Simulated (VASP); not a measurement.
Here is a VASP 6.6.1 calculation.

File INCAR:

```
ALGO = Normal
EDIFF = 1E-8
ENCUT = 520
GGA = PS
ISIF = 2
ISMEAR = -1
LASPH = True
LCHARG = False
LEFG = True
LREAL = False
LWAVE = False
NBANDS = 26
NELM = 60
PREC = Accurate
SIGMA = 0.01
```

The input KPOINTS:

```
k-points
0
Gamma
  7 7 4
```

POSCAR

```
CdS
1.0
    4.1347992034      0.0206739960      0.0206739960
   -2.0494953960      3.5705041517      0.0075672077
    0.0337450000      0.0337450000      6.7490000000
Cd S
2 2
Direct
    0.3333333333      0.6666666667      0.0000000000
    0.6666666667      0.3333333333      0.5000000000
    0.3333333333      0.6666666667      0.3850000000
    0.6666666667      0.3333333333      0.8850000000
```

Potentials or basis: VASP PAW PBE potentials, release 64 (Cd, S).

Launch:

```console
$ cat potpaw_PBE.64/Cd/POTCAR potpaw_PBE.64/S/POTCAR > POTCAR
$ mpirun -np 1 vasp_std > vasp.out
```

Question: Estimate the pressure.

Answer: -0.2 GPa.

Question: Predict the band gap on the k mesh.

Answer: 1.07 eV.

Question: What does it give for the largest force?

Answer: 0.282 eV/Å.

Stress tensor (GPa, compression positive):
```
 0.56 -0.43 -0.24
-0.43  0.55 -0.24
-0.24 -0.24 -1.58
```

Caveat: the cell differs from its parent crystal (equal xy, yz and zx shear strains of +1 %); without QUAD_EFG the Cq values of the log hold for a quadrupole moment of 1 mb, not for the nuclei; the PAW data sets were made with another functional, which shifts forces and pressure a little.
